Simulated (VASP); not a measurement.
# VSe2 (P-3m1) in VASP: single point with LDA+U

Aim: the single point of VSe2 with LDA+U.

All numbers are computed with VASP 6.6.1; they aren't measurements. Logs are shortened: lines on timing, memory, paths and dates and some standing lists are left out, and cuts for length are marked.

## 1. The cell of the first run

Symmetry: P-3m1, No. 164, trigonal system. The conventional cell has a = 3.355 Å, b = 3.355 Å, c = 6.134 Å, α = 90.00°, β = 90.00°, γ = 120.00°. Within 3.3 Å of V (site symmetry -3m) lie 6 Se at 2.47 Å. Within 3.3 Å of Se (site symmetry 3m) lie 3 V at 2.47 Å.

## 2. Single point, LDA+U, collinear spin, ferrimagnetic start

The input, INCAR:

```
SYSTEM = VSe2
PREC = Accurate ; ENCUT = 520
EDIFF = 1E-6 ; ISMEAR = 0
SIGMA = 0.05 ; LREAL = .FALSE.
LASPH = .TRUE. ; NELM = 150
ALGO = Normal ; ISIF = 2
LWAVE = .FALSE. ; LCHARG = .TRUE.
ISPIN = 2 ; MAGMOM = 2.14 -0.24 -0.24
LORBIT = 11 ; LMAXMIX = 4
LDAU = .TRUE. ; LDAUTYPE = 2
LDAUL = 2 -1 ; LDAUU = 7 0
LDAUJ = 0 0 ; LDAUPRINT = 1
LELF = .TRUE. ; LVHAR = .TRUE.
NBANDS = 24
```

The input, KPOINTS:

```
regular mesh
0
G
  7 7 3
  0 0 0
```

The input, POSCAR:

```
VSe2
1.0
    3.3550015500      0.0000000000      0.0000000000
   -1.6775007700      2.9055165700      0.0000000000
    0.0000000000      0.0000000000      6.1339990500
V Se
1 2
Direct
    0.0000000000      0.0000000000      0.0000000000
    0.3333333333      0.6666666667      0.2500000000
    0.6666666667      0.3333333333      0.7500000000
```

Potentials or basis: VASP PAW LDA potentials, release 64 (V_sv, Se).

Started as:

```sh
$ cat potpaw_LDA.64/V_sv/POTCAR potpaw_LDA.64/Se/POTCAR > POTCAR
$ mpirun -np 1 vasp_std > vasp.out
```

OUTCAR:

```text
SYSTEM = VSe2
   PREC = Accurate
   ENCUT = 520
   EDIFF = 1E-6
   ISMEAR = 0
   LREAL = .FALSE.
   LASPH = .TRUE.
   NELM = 150
   ISIF = 2
   ISPIN = 2
   LORBIT = 11

 ion  position               nearest neighbor table
   1  0.000  0.000  0.000-   2 2.47   3 2.47   2 2.47   3 2.47   3 2.47   2 2.47
   2  0.333  0.667  0.250-   1 2.47   1 2.47   1 2.47
   3  0.667  0.333  0.750-   1 2.47   1 2.47   1 2.47

  LATTYP: Found a hexagonal cell.
 ALAT       =     3.3550015500
 C/A-ratio  =     1.8283148185

  Lattice vectors:

 A1 = (   3.3550015500,   0.0000000000,   0.0000000000)
 A2 = (  -1.6775007700,   2.9055165700,   0.0000000000)
 A3 = (   0.0000000000,   0.0000000000,   6.1339990500)

Analysis of symmetry for initial positions (statically):
=====================================================================
 Subroutine PRICEL returns:
 Original cell was already a primitive cell.

 Routine SETGRP: Setting up the symmetry group for a
 hexagonal supercell.

 Subroutine GETGRP returns: Found 12 space group operations
 (whereof 12 operations were pure point group operations)
 out of a pool of 24 trial point group operations.

The static configuration has the point symmetry D_3d.

Analysis of symmetry for dynamics (positions and initial velocities):
=====================================================================
 Subroutine PRICEL returns:
 Original cell was already a primitive cell.

 Routine SETGRP: Setting up the symmetry group for a
 hexagonal supercell.

 Subroutine GETGRP returns: Found 12 space group operations
 (whereof 12 operations were pure point group operations)
 out of a pool of 24 trial point group operations.

The dynamic configuration has the point symmetry D_3d.

Analysis of structural, dynamic, and magnetic symmetry:
=====================================================================
 Subroutine PRICEL returns:
 Original cell was already a primitive cell.

 Routine SETGRP: Setting up the symmetry group for a
[... 172 lines left out ...]
  o =  0.1788  v = -0.7295 -0.2659 -0.0000 -0.3954 -0.4906  0.0000  0.0000  0.0000  0.0000  0.0000      0.0000  0.0000  0.0000  0.0000  0.0000  0.0000  0.0000  0.0000  0.0000  0.0000
  o =  0.2797  v =  0.0000  0.0000  0.0000  0.0000  0.0000  0.3310  0.6681 -0.0000 -0.4493 -0.4921      0.0000  0.0000  0.0000  0.0000  0.0000  0.0000  0.0000  0.0000  0.0000  0.0000
  o =  0.2797  v =  0.0000  0.0000  0.0000  0.0000  0.0000 -0.4921  0.4493  0.0000  0.6681 -0.3310      0.0000  0.0000  0.0000  0.0000  0.0000  0.0000  0.0000  0.0000  0.0000  0.0000
  o =  0.4533  v =  0.2659  0.7295  0.0000 -0.4906 -0.3954  0.0000  0.0000  0.0000  0.0000  0.0000      0.0000  0.0000  0.0000  0.0000  0.0000  0.0000  0.0000  0.0000  0.0000  0.0000
  o =  0.4533  v = -0.3954  0.4906 -0.0000  0.7295 -0.2659  0.0000  0.0000  0.0000  0.0000  0.0000      0.0000  0.0000  0.0000  0.0000  0.0000  0.0000  0.0000  0.0000  0.0000  0.0000
  o =  0.8975  v =  0.0000 -0.0000 -1.0000 -0.0000  0.0000  0.0000  0.0000  0.0000  0.0000  0.0000      0.0000  0.0000  0.0000  0.0000  0.0000  0.0000  0.0000  0.0000  0.0000  0.0000

 number of electron      25.0000001 magnetization       1.0814339

 Free energy of the ion-electron system (eV)
  ---------------------------------------------------
  ext. energy  EPLUGINS =         0.00000000
  ---------------------------------------------------
  free energy    TOTEN  =       -14.19177749 eV

  energy without entropy =      -14.19084381  energy(sigma->0) =      -14.19131065

 E-fermi :   5.9769     XC(G=0): -10.6543

 val. band max:        5.9527607908   @ k =   0.4286   0.0000   0.3333
 cond. band min:       6.0017402254   @ k =   0.2857   0.0000   0.3333
 fundamental gap:      0.0489794346
 Fermi energy:         5.9768688720

 spin component 1

 k-point     1 :       0.0000    0.0000    0.0000
  band No.  band energies     occupation
      1     -60.0662      1.00000
      2     -34.4576      1.00000
      3     -34.4576      1.00000
      4     -33.9201      1.00000
      5      -9.0742      1.00000
      6      -7.5611      1.00000
[... 529 lines left out ...]
     23      16.7429      0.00000
     24      17.8145      0.00000
 Fermi energy:         5.9768688720

 spin component 2

 k-point     1 :       0.0000    0.0000    0.0000
  band No.  band energies     occupation
      1     -58.7521      1.00000
      2     -33.3851      1.00000
      3     -33.3851      1.00000
      4     -32.2042      1.00000
      5      -9.1432      1.00000
      6      -7.6666      1.00000
[... 529 lines left out ...]
     23      17.1311      0.00000
     24      18.0095      0.00000

------------------------ aborting loop because EDIFF is reached ----------------------------------------

  FORCE on cell =-STRESS in cart. coord.  units (eV):
  Direction    XX          YY          ZZ          XY          YZ          ZX
  --------------------------------------------------------------------------------------
  -------------------------------------------------------------------------------------
  Total        2.9603153      2.9603153      1.0903041      0.0000000      0.0000000     -0.0000000
  in kB       79.3211067     79.3211066     29.2144982      0.0000001      0.0000000     -0.0000000
  external PRESSURE =      62.6189038 kB  Pullay stress =       0.0000000 kB

 VOLUME and BASIS-vectors are now :
 -----------------------------------------------------------------------------
  energy-cutoff  :      520.00
  volume of cell :       59.79
      direct lattice vectors                 reciprocal lattice vectors
     3.355001550  0.000000000  0.000000000     0.298062455  0.172086438  0.000000000
    -1.677500770  2.905516570  0.000000000     0.000000000  0.344172878  0.000000000
     0.000000000  0.000000000  6.133999050     0.000000000  0.000000000  0.163025783

 POSITION                                       TOTAL-FORCE (eV/Angst)
 -----------------------------------------------------------------------------------
      0.00000      0.00000      0.00000         0.000000      0.000000      0.000000
      0.00000      1.93701      1.53350        -0.000000      0.000000      0.366726
      1.67750      0.96851      4.60050        -0.000000     -0.000000     -0.366726
 -----------------------------------------------------------------------------------
    total drift:                               -0.000000     -0.000000     -0.000000

  FREE ENERGIE OF THE ION-ELECTRON SYSTEM (eV)
  ---------------------------------------------------
  free  energy   TOTEN  =       -14.1917774877 eV

  energy  without entropy=      -14.1908438101  energy(sigma->0) =      -14.19131065

 total charge

# of ion       s       p       d       tot
------------------------------------------
    1        2.272   6.254   2.885  11.411
    2        1.482   2.382   0.046   3.910
    3        1.482   2.382   0.046   3.910
--------------------------------------------------
tot          5.235  11.018   2.977  19.230

 magnetization (x)

# of ion       s       p       d       tot
------------------------------------------
    1        0.015   0.007   1.408   1.430
    2       -0.003  -0.154   0.004  -0.153
    3       -0.003  -0.154   0.004  -0.153
--------------------------------------------------
tot          0.008  -0.300   1.417   1.124
```

OSZICAR:

```text
N       E                     dE             d eps       ncg     rms          rms(c)
DAV:   1     0.209509960992E+03    0.20951E+03   -0.11772E+04  1920   0.983E+02
DAV:   2    -0.697908848696E+01   -0.21649E+03   -0.20834E+03  2176   0.288E+02
DAV:   3    -0.169464429133E+02   -0.99674E+01   -0.98823E+01  2416   0.628E+01
[... 15 lines left out ...]
DAV:  19    -0.141917391871E+02   -0.16166E-04   -0.18898E-04  2120   0.827E-02    0.195E-02
DAV:  20    -0.141917691774E+02   -0.29990E-04   -0.18470E-04  2128   0.468E-02    0.103E-02
DAV:  21    -0.141917749924E+02   -0.58149E-05   -0.13833E-05  2272   0.183E-02    0.844E-03
DAV:  22    -0.141917769767E+02   -0.19843E-05   -0.12665E-05  1856   0.142E-02    0.314E-03
DAV:  23    -0.141917774877E+02   -0.51104E-06   -0.22508E-06  1240   0.681E-03
   1 F= -.14191777E+02 E0= -.14191311E+02  d E =-.933678E-03  mag=     1.0814
```

It took 57 s on 1 thread of Intel Xeon 6975P-C (Granite Rapids), shared host; peak memory 0.19 GiB.

What came out:

- Free energy: -14.1918 eV
- Pressure: 6.3 GPa
- Largest force: 0.367 eV/Å
- Net moment: 1.08 μB per cell
- Site moments: V +1.43; Se -0.15 μB
- Valence electrons inside the program's atomic spheres: V 11.41; Se 3.91

Forces in eV/Å, atoms in the order of the input:
```
V    0.000  0.000  0.000
Se   0.000  0.000  0.367
Se   0.000  0.000 -0.367
```

Eigenvalues of the final occupation matrices:
| site | spin | trace | eigenvalues |
| --- | --- | --- | --- |
| site 1 d | 1 | 2.16 | 0.18 0.18 0.45 0.45 0.90 |
| site 1 d | 2 | 0.75 | 0.04 0.07 0.07 0.28 0.28 |
